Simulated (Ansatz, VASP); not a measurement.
Two plane-wave programs on NaB12

```xyz
13
Lattice="0.0000 3.7364 3.7364 3.7364 0.0000 3.7364 3.7364 3.7364 0.0000" Properties=species:S:1:pos:R:3 pbc="T T T"
Na    0.0000    0.0000    0.0000
B     2.4814    4.9915    3.7364
B     4.9915    2.4814    3.7364
B     3.7364    2.4814    4.9915
B     3.7364    2.4814    2.4814
B     4.9915    4.9915    3.7364
B     2.4814    2.4814    3.7364
B     4.9915    3.7364    4.9915
B     4.9915    3.7364    2.4814
B     3.7364    4.9915    4.9915
B     2.4814    3.7364    2.4814
B     2.4814    3.7364    4.9915
B     3.7364    4.9915    2.4814
```

Change from the starting cell: species swapped into the GdB12 type (Fm-3m, No. 225).

Alike in both runs: functional PBE; k mesh 4 × 4 × 4; occupations gaussian, width 0.1 eV; no spin polarisation.

Ansatz relaxed the structure, and its values are those at the end. VASP's run is a single point on that final structure, the one shown.

|  | VASP | Ansatz |
| --- | --- | --- |
| version | VASP 6.6.1 | Ansatz 0.2.0 |
| potentials or method | VASP PAW PBE potentials, release 64 (Na_pv, B), cutoff 520 eV | scalar-relativistic, plane waves, PAW |
| valence electrons in the cell | 43 | 45 |

```csv
,VASP,Ansatz,Ansatz less VASP
gap on the k mesh at the Fermi level (eV),none,none,-
pressure (GPa),0.4,0.4,-0.03
rms of the force components (eV/Å),0.004,0.001,-0.0031
```

A gap of «none» marks a metal or a gap that the smearing closes. With one functional, cell and mesh, what is left measures potentials, basis and numerics. VASP's potentials hold 43 valence electrons a cell and Ansatz's 45, so a difference there can come from the potentials and not from the codes.

The k mesh is coarse, so the values compare programs but aren't converged.
